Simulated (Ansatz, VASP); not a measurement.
**MnSb in VASP and in Ansatz**

INCAR

```
PREC = Accurate
ENCUT = 520
EDIFF = 1E-6
ISMEAR = -1
SIGMA = 0.1
LREAL = F
LASPH = T
NELM = 150
ALGO = Normal
ISIF = 2
LWAVE = F
LCHARG = F
ISPIN = 2
MAGMOM = 0 0 0 0 4.5 4.5 4.5 4.5
LORBIT = 11
LMAXMIX = 4
GGA = CA
NBANDS = 50
```

KPOINTS

```
regular mesh
0
Gamma
  7 7 2
```

POSCAR

```
MnSb
1.0
    4.1570010400      0.0000000000      0.0000000000
   -2.0785005200      3.6000685000      0.0000000000
    0.0000000000      0.0000000000     11.5300000000
Sb Mn
4 4
Direct
    0.3333333300      0.6666666700      0.1250000000
    0.3333333300      0.6666666700      0.6250000000
    0.6666666700      0.3333333300      0.3750000000
    0.6666666700      0.3333333300      0.8750000000
    0.0000000000      0.0000000000      0.0000000000
    0.0000000000      0.0000000000      0.5000000000
    0.0000000000      0.0000000000      0.2500000000
    0.0000000000      0.0000000000      0.7500000000
```

Input for Ansatz:

```yaml
crystal:
  lattice:
    - [4.15700104, 0.0, 0.0]
    - [-2.07850052, 3.6000685, 0.0]
    - [0.0, 0.0, 11.53]
  atoms:
    - { symbol: Sb, position: [0.33333333, 0.66666667, 0.125] }
    - { symbol: Sb, position: [0.33333333, 0.66666667, 0.625] }
    - { symbol: Sb, position: [0.66666667, 0.33333333, 0.375] }
    - { symbol: Sb, position: [0.66666667, 0.33333333, 0.875] }
    - { symbol: Mn, position: [0.0, 0.0, 0.0], spin: 4.5 }
    - { symbol: Mn, position: [0.0, 0.0, 0.5], spin: 4.5 }
    - { symbol: Mn, position: [0.0, 0.0, 0.25], spin: 4.5 }
    - { symbol: Mn, position: [0.0, 0.0, 0.75], spin: 4.5 }
magnetization:
  spin_polarized: true
hamiltonian:
  xc: lda
  pseudopotentials: { kind: paw }
basis:
  ecutwfc: 420
kpoints:
  mp_grid: { grid: [7, 7, 2] }
scf:
  occupations: { method: fermi_dirac, width: 0.1 }
  lower_state_search: "off"
output:
  forces: true
  stress: true
```

Alike in both runs: task single point; functional LDA; k mesh 7 × 7 × 2; occupations fermi-dirac, width 0.1 eV; collinear spin.

|  | VASP | Ansatz |
| --- | --- | --- |
| version | VASP 6.6.1 | Ansatz 0.2.0 |
| potentials or method | VASP PAW LDA potentials, release 64 (Sb, Mn_pv), cutoff 520 eV | PAW, plane waves, scalar-relativistic |
| valence electrons in the cell | 72 | 120 |

|  | VASP | Ansatz | Ansatz less VASP |
| --- | --- | --- | --- |
| pressure (GPa) | -11.3 | -10.7 | +0.54 |
| traceless stress, the component that is largest in VASP (GPa) | -0.61 | -0.59 | +0.021 |
| net moment per atom (μB) | 1.59 | 1.62 | +0.035 |
| size of the moment on the site where the two differ most (μB) | 3.17 | 3.28 | +0.113 |

LDA's correlation is that of Perdew and Zunger in VASP and of Perdew and Wang (1992) in Ansatz. Site moments also hang on the region over which each program counts them. VASP's potentials hold 72 valence electrons a cell and Ansatz's 120, so a difference there can come from the potentials and not from the codes.

Neither program's run includes spin-orbit coupling.
